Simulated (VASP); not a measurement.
Input of a VASP 6.6.1 run:

POSCAR

```
BN
1.0
    2.4952459595     -0.0040047550     -0.0015126793
   -1.2438255057      2.1631365621      0.0015585146
   -0.6275332169     -1.0784456496      4.0476018341
N B
1 1
Direct
    0.6573897008      0.3246157770      0.9933922696
    0.9907592992      0.9912682230     -0.0065872696
```

Contents of INCAR.step1:

```
PREC = Accurate
ENCUT = 520
EDIFF = 1E-5
ISMEAR = -1
SIGMA = 0.05
LREAL = False
LASPH = True
NELM = 80
ALGO = Normal
ISIF = 2
LWAVE = True
NBANDS = 11
GGA = PE
```

Contents of INCAR.step2:

```
PREC = Accurate
ENCUT = 520
EDIFF = 1E-7
ISMEAR = -1
SIGMA = 0.05
LREAL = False
LASPH = True
NELM = 80
ALGO = Normal
ISIF = 2
LWAVE = False
LCHARG = True
GGA = PE
LHFCALC = True
HFSCREEN = 0.2079
PRECFOCK = Normal
LELF = True
LVHAR = True
NBANDS = 11
ISTART = 1
```

File KPOINTS:

```
regular mesh
0
Gamma
  7 7 5
```

Potentials or basis: VASP PAW PBE potentials, release 64 (N, B).

Run with:

```sh
$ cat potpaw_PBE.64/N/POTCAR potpaw_PBE.64/B/POTCAR > POTCAR
$ cp INCAR.step1 INCAR
$ mpirun -np 1 vasp_std > vasp.out
$ cp INCAR.step2 INCAR
$ mpirun -np 1 vasp_std > vasp.out
```

**Question.** What does it give for the band gap on the k mesh?

**Answer.** 5.81 eV (least direct gap 6.66 eV).

**Question.** What does it give for the pressure?

**Answer.** 0.2 GPa.

Stress tensor (GPa, compression positive):
```
 0.35  0.00  0.00
 0.00  0.34  0.00
 0.00  0.00 -0.12
```

Caveat: the k points lie up to 0.43 Å⁻¹ apart; the PAW data sets were made with another functional, which shifts forces and pressure a little; an odd mesh through Γ misses points on the zone boundary, where band edges can lie; this functional lacks dispersion, which binds the layers, so the pressure and a relaxed spacing across them are unreliable.
